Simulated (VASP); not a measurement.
# GaN (F-43m) in VASP: settings compared, part 2 of 2

VASP 6.6.1. The steps go on from the part before.

## (6) Single point, r2SCAN+D4

This run uses another cell than the first one, of 10.76 Å³/atom, 0.904 times its volume.

Input file POSCAR:

```
GaN
1.0
    0.0000000000      2.2074978911      2.2074978911
    2.2074978911      0.0000000000      2.2074978911
    2.2074978911      2.2074978911      0.0000000000
Ga N
1 1
Direct
    0.0000000000      0.0000000000      0.0000000000
    0.2500000000      0.2500000000      0.2500000000
```

Input file INCAR.step1:

```
SYSTEM = GaN
PREC = Accurate ; ENCUT = 520
ISMEAR = -1 ; SIGMA = 0.05
LREAL = .FALSE. ; LASPH = .TRUE.
NELM = 100 ; NBANDS = 16
GGA = PE ; ALGO = Normal
EDIFF = 1E-4 ; LWAVE = .TRUE.
LCHARG = .FALSE.
```

Input file INCAR.step2:

```
SYSTEM = GaN
PREC = Accurate ; ENCUT = 520
EDIFF = 1E-6 ; ISMEAR = -1
SIGMA = 0.05 ; LREAL = .FALSE.
LASPH = .TRUE. ; NELM = 100
ALGO = Normal ; ISIF = 2
LWAVE = .FALSE. ; LCHARG = .FALSE.
METAGGA = R2SCAN ; LMIXTAU = .TRUE.
IVDW = 13 ; VDW_S6 = 1.0
VDW_S8 = 0.6018749 ; VDW_A1 = 0.51559235
VDW_A2 = 5.77342911 ; NBANDS = 16
ISTART = 1
```

Input file KPOINTS:

```
regular mesh
0
G
  10 10 10
  0 0 0
```

Potentials or basis: VASP PAW PBE potentials, release 64 (Ga_d, N).

Launch:

```console
$ cat potpaw_PBE.64/Ga_d/POTCAR potpaw_PBE.64/N/POTCAR > POTCAR
$ cp INCAR.step1 INCAR
$ mpirun -np 1 vasp_std > vasp.out
$ cp INCAR.step2 INCAR
$ mpirun -np 1 vasp_std > vasp.out
```

OUTCAR:

```text
SYSTEM = GaN
   PREC = Accurate
   ENCUT = 520
   EDIFF = 1E-6
   ISMEAR = -1
   LREAL = .FALSE.
   LASPH = .TRUE.
   NELM = 100
   ISIF = 2
   METAGGA = R2SCAN
   IVDW = 13
   ISTART = 1

 ion  position               nearest neighbor table
   1  0.000  0.000  0.000-   2 1.91   2 1.91   2 1.91   2 1.91
   2  0.250  0.250  0.250-   1 1.91   1 1.91   1 1.91   1 1.91

  LATTYP: Found a face centered cubic cell.
 ALAT       =     4.4149957822

  Lattice vectors:

 A1 = (   0.0000000000,   2.2074978911,   2.2074978911)
 A2 = (   2.2074978911,   0.0000000000,   2.2074978911)
 A3 = (   2.2074978911,   2.2074978911,   0.0000000000)

Analysis of symmetry for initial positions (statically):
=====================================================================
 Subroutine PRICEL returns:
 Original cell was already a primitive cell.

 Routine SETGRP: Setting up the symmetry group for a
 face centered cubic supercell.

 Subroutine GETGRP returns: Found 24 space group operations
 (whereof 24 operations were pure point group operations)
 out of a pool of 48 trial point group operations.

The static configuration has the point symmetry T_d .

Analysis of symmetry for dynamics (positions and initial velocities):
=====================================================================
 Subroutine PRICEL returns:
 Original cell was already a primitive cell.

 Routine SETGRP: Setting up the symmetry group for a
 face centered cubic supercell.

 Subroutine GETGRP returns: Found 24 space group operations
 (whereof 24 operations were pure point group operations)
 out of a pool of 48 trial point group operations.

The dynamic configuration has the point symmetry T_d .

 Subroutine INISYM returns: Found 24 space group operations
 (whereof 24 operations are pure point group operations),
 and found     1 'primitive' translations

----------------------------------------------------------------------------------------

                                     Primitive cell

  volume of cell :      21.5145

  direct lattice vectors                    reciprocal lattice vectors
     0.000000000  2.207497891  2.207497891    -0.226500783  0.226500783  0.226500783
     2.207497891  0.000000000  2.207497891     0.226500783 -0.226500783  0.226500783
     2.207497891  2.207497891  0.000000000     0.226500783  0.226500783 -0.226500783

  length of vectors
     3.121873457  3.121873457  3.121873457     0.392310863  0.392310863  0.392310863

  position of ions in fractional coordinates (direct lattice)
     0.000000000  0.000000000  0.000000000
     0.250000000  0.250000000  0.250000000

  ion indices of the primitive-cell ions
   primitive index   ion index
                 1           1
                 2           2

----------------------------------------------------------------------------------------

 KPOINTS: regular mesh

Automatic generation of k-mesh.
 Grid dimensions read from file:
 generate k-points for:   10   10   10

 Generating k-lattice:

  Cartesian coordinates                     Fractional coordinates (reciprocal lattice)
    -0.022650078  0.022650078  0.022650078     0.100000000  0.000000000  0.000000000
     0.022650078 -0.022650078  0.022650078     0.000000000  0.100000000  0.000000000
     0.022650078  0.022650078 -0.022650078     0.000000000  0.000000000  0.100000000

  Length of vectors
     0.039231086  0.039231086  0.039231086

  Shift w.r.t. Gamma in fractional coordinates (k-lattice)
     0.000000000  0.000000000  0.000000000

 Subroutine IBZKPT returns following result:
 ===========================================

 Found     47 irreducible k-points:

 Following reciprocal coordinates:
            Coordinates               Weight
  0.000000  0.000000  0.000000      1.000000
  0.100000  0.000000  0.000000      8.000000
  0.200000  0.000000  0.000000      8.000000
  0.300000  0.000000  0.000000      8.000000
  0.400000  0.000000  0.000000      8.000000
  0.500000  0.000000  0.000000      4.000000
[... 16 lines left out ...]
  0.300000  0.300000  0.000000      6.000000
  0.400000  0.300000  0.000000     24.000000
 [... further k-points ...]
   k-points           NKPTS =     47   k-points in BZ     NKDIM =     47   number of bands    NBANDS=     16
   number of dos      NEDOS =    301   number of ions     NIONS =      2
   total plane-waves  NPLWV =  13824
   dimension x,y,z NGX =    24 NGY =   24 NGZ =   24
   dimension x,y,z NGXF=    48 NGYF=   48 NGZF=   48
   ions per type =               1   1
   NGX,Y,Z   is equivalent  to a cutoff of  12.78, 12.78, 12.78 a.u.
   NGXF,Y,Z  is equivalent  to a cutoff of  25.56, 25.56, 25.56 a.u.
 SYSTEM =  GaN
   PREC   = accura    normal or accurate (medium, high low for compatibility)
   ISTART =      1    job   : 0-new  1-cont  2-samecut
   ICHARG =      0    charge: 1-file 2-atom 10-const
   ISPIN  =      1    spin polarized calculation?
   LNONCOLLINEAR =      F non collinear calculations
   LSORBIT =      F    spin-orbit coupling
   LASPH  =      T    aspherical Exc in radial PAW
   ENCUT  =  520.0 eV  38.22 Ry    6.18 a.u.   5.80  5.80  5.80*2*pi/ulx,y,z
   NELM   =    100;   NELMIN=  2; NELMDL=  0     # of ELM steps
   EDIFF  = 0.1E-05   stopping-criterion for ELM
   LREAL  =      F    real-space projection
   EDIFFG = 0.1E-04   stopping-criterion for IOM
   NSW    =      0    number of steps for IOM
   IBRION =     -1    ionic relax: 0-MD 1-quasi-New 2-CG
   NFREE  =      0    steps in history (QN), initial steepest desc. (CG)
   ISIF   =      2    stress and relaxation
   ISYM   =      2    0-nonsym 1-usesym 2-fastsym
   POTIM  = 0.5000    time-step for ionic-motion
   TEBEG  =    0.0;   TEEND  =   0.0 temperature during run
   PSTRESS=    0.0 pullay stress
   NELECT =      18.0000    total number of electrons
   NUPDOWN=      -1.0000    fix difference up-down
   EMIN   =  10.00;   EMAX   =-10.00  energy-range for DOS
   EFERMI =   0.00;   METHOD = LEGACY
   ISMEAR =    -1;   SIGMA  =   0.05  broadening in eV -4-tet -1-fermi 0-gaus
   EFERMI_NEDOS =   21; number of points for ismear=-14 and -15
   IALGO  =     38    algorithm
   IMIX   =      4    mixing-type and parameters
     AMIX     =   0.40;   BMIX     =  1.00
     AMIX_MAG =   1.60;   BMIX_MAG =  1.00
  volume/ion in A,a.u.               =      10.76        72.59
  Fermi-wavevector in a.u.,A,eV,Ry     =   1.542607  2.915105 32.376929  2.379637
  Thomas-Fermi vector in A             =   2.648388
   LORBIT       =      0    0 simple, 1 ext, 2 COOP (PROOUT), +10 PAW based schemes
   METAGGA = R2SCAN    functional components
   LHFCALC =     F    Hartree Fock is set to
   AEXX    =    0.0000 exact exchange contribution
   IVDW    =    13    specifies the selected vdW correction
   LEPSILON=     F    determine dielectric tensor
   LRPA    =     F    only Hartree local field effects (RPA)
 non-spin polarized calculation
  energy-cutoff  :      520.00
  volume of cell :       21.51
 maximum number of plane-waves:       589
   NGX = 11   NGY = 11   NGZ = 11

 number of electron      18.0000008 magnetization

 Free energy of the ion-electron system (eV)
  ---------------------------------------------------
  ext. energy  EPLUGINS =         0.00000000
  ---------------------------------------------------
  free energy    TOTEN  =       -21.84081467 eV

  energy without entropy =      -21.84081467  energy(sigma->0) =      -21.84081467

 E-fermi :   6.7132     XC(G=0): -13.0039

 val. band max:        5.7134606617   @ k =   0.0000   0.0000   0.0000
 cond. band min:       8.2447505429   @ k =   0.0000   0.0000   0.0000
 fundamental gap:      2.5312898812
 Fermi energy:         6.7131974604

 k-point     1 :       0.0000    0.0000    0.0000
  band No.  band energies     occupation
      1     -11.5726      2.00000
      2      -8.1826      2.00000
      3      -8.1826      2.00000
      4      -8.1826      2.00000
      5      -7.7586      2.00000
      6      -7.7586      2.00000
[... 8 lines left out ...]
     15      25.9394      0.00000
     16      25.9394      0.00000
[... 419 lines left out ...]
 k-point    24 :       0.4000    0.3000    0.0000
  band No.  band energies     occupation
      1     -10.3323      2.00000
      2      -8.0145      2.00000
      3      -7.9001      2.00000
      4      -7.8977      2.00000
      5      -7.6853      2.00000
      6      -6.9902      2.00000
[... 8 lines left out ...]
     15      29.7100      0.00000
     16      30.1317      0.00000

 [... further k-points ...]

------------------------ aborting loop because EDIFF is reached ----------------------------------------

  DFT-D4 for vdW energy calculation

  Edisp (eV):   -0.30861

  FORCE on cell =-STRESS in cart. coord.  units (eV):
  Direction    XX          YY          ZZ          XY          YZ          ZX
  --------------------------------------------------------------------------------------
  -------------------------------------------------------------------------------------
  Total       1.53314     1.53314     1.53314     0.00000     0.00000     0.00000
  in kB     114.17235   114.17235   114.17235     0.00000     0.00000     0.00000
  external pressure =      114.17 kB  Pullay stress =        0.00 kB

 VOLUME and BASIS-vectors are now :
 -----------------------------------------------------------------------------
  energy-cutoff  :      520.00
  volume of cell :       21.51
      direct lattice vectors                 reciprocal lattice vectors
     0.000000000  2.207497891  2.207497891    -0.226500783  0.226500783  0.226500783
     2.207497891  0.000000000  2.207497891     0.226500783 -0.226500783  0.226500783
     2.207497891  2.207497891  0.000000000     0.226500783  0.226500783 -0.226500783

 POSITION                                       TOTAL-FORCE (eV/Angst)
 -----------------------------------------------------------------------------------
      0.00000      0.00000      0.00000         0.000000      0.000000      0.000000
      1.10375      1.10375      1.10375        -0.000000     -0.000000     -0.000000
 -----------------------------------------------------------------------------------
    total drift:                                0.000007      0.000007      0.000007

  FREE ENERGIE OF THE ION-ELECTRON SYSTEM (eV)
  ---------------------------------------------------
  free  energy   TOTEN  =       -22.1494276848 eV

  energy  without entropy=      -22.1494276848  energy(sigma->0) =      -22.14942768
```

It took 22 s on 1 thread of Intel Xeon 6975P-C (Granite Rapids), shared host; peak memory 0.15 GiB.

What came out:

| Item | Value |
| --- | --- |
| Free energy | -22.1494 eV |
| Pressure | 11.4 GPa |
| Band gap on the k mesh | 2.53 eV, direct |
| Dispersion energy per atom | -0.154 eV |

Caveat: the PAW data sets were made with another functional, which shifts forces and pressure a little. r2SCAN opens gaps a little over a GGA but as a rule still falls short of measured ones.

## (7) Overview

```csv
level,cell,gap on the mesh (eV),pressure (GPa)
BLYP+D3(BJ),"a = 3.229 Å, angles 60.0°, 2 atoms",1.55,-3.0
PBE+D4,"a = 3.249 Å, angles 60.0°, 2 atoms",1.35,-9.9
revPBE,"a = 3.249 Å, angles 60.0°, 2 atoms",1.39,-2.2
BLYP+D3(BJ),"a = 3.249 Å, angles 60.0°, 2 atoms",1.42,-5.9
r2SCAN+D4,"a = 3.122 Å, angles 60.0°, 2 atoms",2.53,11.4
```

Alike in all rows: task single point; potentials or basis VASP PAW PBE potentials, release 64 (Ga_d, N); no spin polarisation; k mesh 10 × 10 × 10; cutoff (eV) 520; smearing fermi-dirac 0.05 eV.

Caveats: the PAW data sets were made with another functional, which shifts forces and pressure a little (some runs).

Absolute energies hang on the potentials; compare differences alone.
